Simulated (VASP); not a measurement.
# B (P4/mmm) in VASP: further runs, part 2 of 2

VASP 6.6.1.

## (3) Relaxation of cell and atoms, PBEsol-based global hybrid with 25 % exact exchange

Contents of POSCAR:

```
B
1.0
    2.3461100000      0.0000000000      0.0000000000
    0.0000000000      2.3461100000      0.0000000000
    0.0000000000      0.0000000000      1.5857900000
B
1
Direct
    0.5000000000      0.5000000000      0.5000000000
```

Contents of INCAR.step1:

```
PREC = Accurate
ENCUT = 600
EDIFF = 1E-5
ISMEAR = -1
SIGMA = 0.05
LREAL = False
LASPH = True
NELM = 80
ALGO = Normal
LWAVE = True
LCHARG = False
GGA = PE
NBANDS = 8
```

Contents of INCAR.step2:

```
PREC = Accurate
ENCUT = 600
EDIFF = 1E-7
ISMEAR = -1
SIGMA = 0.05
LREAL = False
LASPH = True
NELM = 80
ALGO = Normal
ISIF = 3
LWAVE = False
LCHARG = False
GGA = PS
LHFCALC = True
AEXX = 0.25
PRECFOCK = Normal
IBRION = 2
NSW = 60
EDIFFG = -0.01
ISTART = 1
```

Contents of KPOINTS:

```
regular mesh
0
Gamma
  6 6 8
```

Potentials or basis: VASP PAW PBE potentials, release 64 (B).

Run with:

```sh
> cat potpaw_PBE.64/B/POTCAR > POTCAR
> cp INCAR.step1 INCAR
> mpirun -np 1 vasp_std > vasp.out
> cp INCAR.step2 INCAR
> mpirun -np 1 vasp_std > vasp.out
```

OUTCAR:

```text
PREC = Accurate
   ENCUT = 600
   EDIFF = 1E-7
   ISMEAR = -1
   LREAL = False
   LASPH = True
   NELM = 80
   ISIF = 3
   GGA = PS
   LHFCALC = True
   AEXX = 0.25
   PRECFOCK = Normal
   IBRION = 2
   NSW = 60
   EDIFFG = -0.01
   ISTART = 1

 ion  position               nearest neighbor table
   1  0.500  0.500  0.500-

  LATTYP: Found a simple tetragonal cell.
 ALAT       =     2.3461100000
 C/A-ratio  =     0.6759231238

  Lattice vectors:

 A1 = (   2.3461100000,   0.0000000000,   0.0000000000)
 A2 = (   0.0000000000,   2.3461100000,   0.0000000000)
 A3 = (   0.0000000000,   0.0000000000,   1.5857900000)

Analysis of symmetry for initial positions (statically):
[... 325 lines left out ...]
  ---------------------------------------------------
  free energy    TOTEN  =        -6.80911451 eV

  energy without entropy =       -6.80718834  energy(sigma->0) =       -6.80815142

 E-fermi :   4.9561     XC(G=0):  -8.8278

 val. band max:        4.9561316987   @ k =   0.3333   0.3333   0.1250
 cond. band min:       5.7600750978   @ k =   0.5000   0.3333   0.1250
 fundamental gap:      0.8039433991
 Fermi energy:         4.9561359463

 k-point     1 :       0.0000    0.0000    0.0000
  band No.  band energies     occupation
      1     -11.4161      2.00000
      2      11.1685      0.00000
      3      11.1685      0.00000
      4      20.8946      0.00000
      5      22.2109      0.00000
[... 177 lines left out ...]
 k-point    24 :       0.5000    0.0000    0.2500
  band No.  band energies     occupation
      1      -3.6628      2.00000
      2       0.2926      2.00000
      3      16.6329      0.00000
      4      20.5201      0.00000
      5      29.1789      0.00000

 [... further k-points ...]

------------------------ aborting loop because EDIFF is reached ----------------------------------------

  FORCE on cell =-STRESS in cart. coord.  units (eV):
  Direction    XX          YY          ZZ          XY          YZ          ZX
  --------------------------------------------------------------------------------------
  -------------------------------------------------------------------------------------
  Total        0.0009137      0.0009137     -0.0019746      0.0000000      0.0000000      0.0000000
  in kB        0.1720520      0.1720520     -0.3718262      0.0000000      0.0000000      0.0000000
  external PRESSURE =      -0.0092407 kB  Pullay stress =       0.0000000 kB
[... 16 lines left out ...]
  FREE ENERGIE OF THE ION-ELECTRON SYSTEM (eV)
  ---------------------------------------------------
  free  energy   TOTEN  =        -6.8091145072 eV

  energy  without entropy=       -6.8071883422  energy(sigma->0) =       -6.80815142

 reached required accuracy - stopping structural energy minimisation
```

OUTCAR.step1:

```text
PREC = Accurate
   ENCUT = 600
   EDIFF = 1E-5
   ISMEAR = -1
   LREAL = False
[... 480 lines left out ...]

 POSITION                                       TOTAL-FORCE (eV/Angst)
 -----------------------------------------------------------------------------------
      1.17305      1.17305      0.79290         0.000000      0.000000      0.000000
 -----------------------------------------------------------------------------------
    total drift:                                0.000000      0.000000      0.000000

  FREE ENERGIE OF THE ION-ELECTRON SYSTEM (eV)
  ---------------------------------------------------
  free  energy   TOTEN  =        -5.6535218035 eV

  energy  without entropy=       -5.6502832469  energy(sigma->0) =       -5.65190253
```

OSZICAR.step1:

```text
N       E                     dE             d eps       ncg     rms          rms(c)
DAV:   1    -0.229853000765E+01   -0.22985E+01   -0.14999E+03   848   0.293E+02
DAV:   2    -0.595610146767E+01   -0.36576E+01   -0.35202E+01  1048   0.413E+01
DAV:   3    -0.596271058401E+01   -0.66091E-02   -0.66091E-02   904   0.203E+00
DAV:   4    -0.596271153650E+01   -0.95248E-06   -0.95281E-06  1168   0.219E-02
DAV:   5    -0.596271153659E+01   -0.99362E-10   -0.62461E-10   896   0.922E-05    0.361E+00
DAV:   6    -0.573869608595E+01    0.22402E+00   -0.16465E-01   848   0.164E+00    0.202E+00
DAV:   7    -0.565347760937E+01    0.85218E-01   -0.22162E-01   904   0.187E+00    0.229E-01
DAV:   8    -0.565356402289E+01   -0.86414E-04   -0.17007E-03   808   0.322E-01    0.449E-02
DAV:   9    -0.565352084177E+01    0.43181E-04   -0.13888E-04   928   0.505E-02    0.126E-02
DAV:  10    -0.565352180348E+01   -0.96170E-06   -0.18580E-06   584   0.101E-02
   1 F= -.56535218E+01 E0= -.56519025E+01  d E =-.323856E-02
```

Run time: 4.4 min. Hardware: 1 thread of Intel Xeon Platinum 8488C (Sapphire Rapids), shared host; peak memory 0.12 GiB.

Results:

```yaml
Free_energy: -6.8091 eV
Relaxed_volume: 8.51 Å³/atom
Relaxed_cell: a = 2.322 Å, b = 2.322 Å, c = 1.578 Å, α = 90.00°, β = 90.00°, γ = 90.00°
Space_group_after_relaxing_to_0.1_Å: P4/mmm (No. 123)
Energy_gained_by_relaxing: 2.2 meV/atom
Ionic_steps: 5
Pressure_after_relaxing: 0.0 GPa
Band_gap_on_the_k_mesh: zero (an odd number of electrons rules out a gap without spin polarisation)
```

Step by step:
| step | energy change (eV) | largest force (eV/Å) | pressure (GPa) | volume (Å³) |
| --- | --- | --- | --- | --- |
| 1 | 0.0000 | 0.0000 | -3.45 | 8.73 |
| 2 | 0.0004 | 0.0000 | 2.71 | 8.49 |
| 3 | -0.0013 | 0.0000 | -0.62 | 8.62 |
| 4 | -0.0022 | 0.0000 | 0.14 | 8.48 |
| 5 | -0.0022 | 0.0000 | 0.00 | 8.51 |

Final structure:
```
B
1.0
     2.32193    0.00000    0.00000
     0.00000    2.32193    0.00000
     0.00000    0.00000    1.57818
B
1
Direct
  0.50000 0.50000 0.50000
```

Levels at points of the mesh, in eV from the Fermi level:
| k point | band 1 | band 2 | band 3 | band 4 | band 5 |
| --- | --- | --- | --- | --- | --- |
| (0.00, 0.00, 0.00) | -16.37 | 6.21 | 6.21 | 15.94 | 17.25 |
| (0.50, 0.00, 0.00) | -10.95 | -8.87 | 8.33 | 21.91 | 22.08 |
| (0.50, 0.50, 0.00) | -5.24 | -5.05 | -5.05 | 5.90 | 30.81 |
| (0.00, 0.00, 0.50) | -7.36 | 2.48 | 16.07 | 16.07 | 23.37 |
| (0.50, 0.00, 0.50) | -5.00 | 5.72 | 8.66 | 11.98 | 17.47 |
| (0.50, 0.50, 0.50) | -3.05 | 8.48 | 8.48 | 16.02 | 16.77 |

Caveat: the k points lie up to 0.50 Å⁻¹ apart in the final cell, too coarse for converged energies and pressures of a metal; the PAW data sets were made with another functional, which shifts forces and pressure a little; an odd number of electrons without spin polarisation forces a metal; a magnetic or distorted state may lie lower.

## (4) Relaxation of cell and atoms, B3LYP

POSCAR is that of step 3.

Contents of INCAR.step1:

```
SYSTEM = B
PREC     = Accurate       ! precision mode
ENCUT    = 600            ! plane-wave cutoff, eV
EDIFF    = 1E-5           ! SCF threshold, eV
ISMEAR   = -1             ! smearing method
SIGMA    = 0.05           ! smearing width, eV
LREAL    = .FALSE.        ! projectors in reciprocal space
LASPH    = .TRUE.         ! aspherical terms in the spheres
NELM     = 80             ! most SCF steps
ALGO     = Normal         ! electronic algorithm
LWAVE    = .TRUE.         ! write WAVECAR
LCHARG   = .FALSE.        ! write CHGCAR
GGA      = PE             ! functional
NBANDS   = 8              ! bands
```

Contents of INCAR.step2:

```
SYSTEM = B
PREC     = Accurate       ! precision mode
ENCUT    = 600            ! plane-wave cutoff, eV
EDIFF    = 1E-6           ! SCF threshold, eV
ISMEAR   = -1             ! smearing method
SIGMA    = 0.05           ! smearing width, eV
LREAL    = .FALSE.        ! projectors in reciprocal space
LASPH    = .TRUE.         ! aspherical terms in the spheres
NELM     = 80             ! most SCF steps
ALGO     = Normal         ! electronic algorithm
ISIF     = 3              ! what is computed and relaxed
LWAVE    = .FALSE.        ! write WAVECAR
LCHARG   = .FALSE.        ! write CHGCAR
GGA      = B3             ! functional
LHFCALC  = .TRUE.         ! exact exchange
AEXX     = 0.2            ! exact-exchange fraction
AGGAX    = 0.72         
AGGAC    = 0.81         
ALDAC    = 0.19         
PRECFOCK = Normal       
IBRION   = 2              ! ionic algorithm
NSW      = 60             ! ionic steps
EDIFFG   = -0.01          ! ionic threshold
ISTART   = 1
```

Contents of KPOINTS:

```
Automatic mesh
0
G
  6 6 8
  0 0 0
```

Run with:

```sh
> cat potpaw_PBE.64/B/POTCAR > POTCAR
> cp INCAR.step1 INCAR
> mpirun -np 1 vasp_std > vasp.out
> cp INCAR.step2 INCAR
> mpirun -np 1 vasp_std > vasp.out
```

It took 11 min on 1 thread of Intel Xeon Platinum 8488C (Sapphire Rapids), shared host; peak memory 0.12 GiB.

Results (log left out):

```
Free energy                           : -6.0573 eV
Relaxed volume                        : 9.77 Å³/atom
Relaxed cell                          : a = 2.496 Å, b = 2.496 Å, c = 1.569 Å, α = 90.00°, β = 90.00°, γ = 90.00°
Space group after relaxing (to 0.1 Å) : P4/mmm (No. 123)
Energy gained by relaxing             : 50.0 meV/atom
Ionic steps                           : 17
Pressure after relaxing               : 0.0 GPa
Band gap on the k mesh                : zero (an odd number of electrons rules out a gap without spin polarisation)
```

The path:
```
step  energy change (eV)  largest force (eV/Å)  pressure (GPa)  volume (Å³)
   1              0.0000                0.0000            0.79         8.73
   2             -0.0054                0.0000           17.40         8.77
   3             -0.0142                0.0000           11.48         8.76
   4             -0.0147                0.0000           12.65         8.76
   5             -0.0279                0.0000           11.63         9.04
   6             -0.0294                0.0000           11.20         9.23
   7             -0.0475                0.0000            3.57         9.62
   8             -0.0498                0.0000           -0.36         9.85
   9             -0.0498                0.0000           -0.10         9.83
  10             -0.0498                0.0000            0.13         9.81
  11             -0.0499                0.0000            0.12         9.79
  12             -0.0500                0.0000            0.11         9.76
  13             -0.0500                0.0000            0.13         9.76
  14             -0.0500                0.0000            0.15         9.78
  15             -0.0500                0.0000            0.10         9.77
  16             -0.0500                0.0000            0.10         9.76
  17             -0.0500                0.0000            0.04         9.77
```

Final structure:
```
B
1.0
     2.49569    0.00000    0.00000
     0.00000    2.49569    0.00000
     0.00000    0.00000    1.56859
B
1
Direct
  0.50000 0.50000 0.50000
```

Levels at points of the mesh, in eV from the Fermi level:
| k point | band 1 | band 2 | band 3 | band 4 | band 5 |
| --- | --- | --- | --- | --- | --- |
| (0.00, 0.00, 0.00) | -14.74 | 4.16 | 4.16 | 14.16 | 14.33 |
| (0.50, 0.00, 0.00) | -10.78 | -7.46 | 5.67 | 18.51 | 19.21 |
| (0.50, 0.50, 0.00) | -6.84 | -4.68 | -4.68 | 6.13 | 30.04 |
| (0.00, 0.00, 0.50) | -6.54 | 3.85 | 14.42 | 14.42 | 21.68 |
| (0.50, 0.00, 0.50) | -5.06 | 6.78 | 8.51 | 12.78 | 15.38 |
| (0.50, 0.50, 0.50) | -3.83 | 8.73 | 8.73 | 13.81 | 16.50 |

Caveat: the k points lie up to 0.50 Å⁻¹ apart in the final cell, too coarse for converged energies and pressures of a metal; the PAW data sets were made with another functional, which shifts forces and pressure a little; an odd number of electrons without spin polarisation forces a metal; a magnetic or distorted state may lie lower.

## (5) The runs side by side

```tsv
level	share of exact exchange	gap on the mesh (eV)	pressure (GPa)	relaxed volume (Å³/atom)
PBE0	0.25	none	0.1	8.61
PBEsol-based global hybrid with 25 % exact exchange	0.25	none	0.0	8.51
B3LYP	0.2	none	0.0	9.77
```

Alike in all rows: task relaxation of cell and atoms; potentials or basis VASP PAW PBE potentials, release 64 (B); no spin polarisation; cell relaxed; k mesh 6 × 6 × 8; cutoff (eV) 600; smearing fermi-dirac 0.05 eV.

Caveats: all runs use coarse meshes; the PAW data sets were made with another functional, which shifts forces and pressure a little; an odd number of electrons without spin polarisation forces a metal; a magnetic or distorted state may lie lower.

Absolute energies hang on the potentials; compare differences alone.

The gap in the log of VASP goes by the Fermi energy; the results here count the filled bands.